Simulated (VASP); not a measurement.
# C: single point with PBE

C:

```
C
1.0
     2.54732    0.00000    0.00000
    -1.27366    2.20604    0.00000
     0.00000    0.00000    8.23710
C
8
Direct
  0.66667 0.33333 0.84460
  0.33333 0.66667 0.34460
  0.66667 0.33333 0.65540
  0.33333 0.66667 0.15540
  0.00000 0.00000 0.90700
  0.00000 0.00000 0.40700
  0.00000 0.00000 0.59300
  0.00000 0.00000 0.09300
```

| Item | Value |
| --- | --- |
| Program | VASP 6.6.1 |
| Task | single point |
| Functional | PBE |
| Potentials or basis | VASP PAW PBE potentials, release 64 (C) |
| Cutoff | 520 eV |
| k mesh | 10 × 10 × 3 |
| Occupations | fermi-dirac, width 0.05 eV |
| Spin | no spin polarisation |
| Dipole correction | no |
| Further INCAR settings | ALGO = Normal; EDIFF = 1e-06; NBANDS = 26 |

| Quantity | Value |
| --- | --- |
| Pressure | -5.5 GPa |
| Largest force | 0.007 eV/Å |
| Band gap on the k mesh | 4.30 eV (least direct gap 5.06 eV) |

Forces in eV/Å, atoms in the order of the input:
```
C    0.000  0.000  0.002
C    0.000  0.000  0.002
C    0.000  0.000 -0.002
C    0.000  0.000 -0.002
C    0.000  0.000 -0.007
C    0.000  0.000 -0.007
C    0.000  0.000  0.007
C    0.000  0.000  0.007
```

Stress tensor (GPa, compression positive):
```
-13.14   0.00   0.00
  0.00 -13.14   0.00
  0.00   0.00   9.88
```

Levels at points of the mesh, in eV from the valence-band top:
```csv
k point,band 13,band 14,band 15,band 16,band 17,band 18,band 19,band 20
"(0.00, 0.00, 0.00)",-1.82,-0.20,0.00,0.00,5.06,5.06,5.85,6.93
"(0.50, 0.00, 0.00)",-4.89,-4.49,-3.55,-2.83,4.30,5.61,5.82,5.95
```

Run time: 14 s on 1 thread of AMD EPYC 9R45 (Zen 5), with other jobs on the host, peak memory 0.13 GiB.

Caveat: the cell stands under tension; an odd mesh through Γ misses points on the zone boundary, where band edges can lie. Expect the measured gap to be larger: semilocal functionals such as PBE lack the derivative discontinuity.
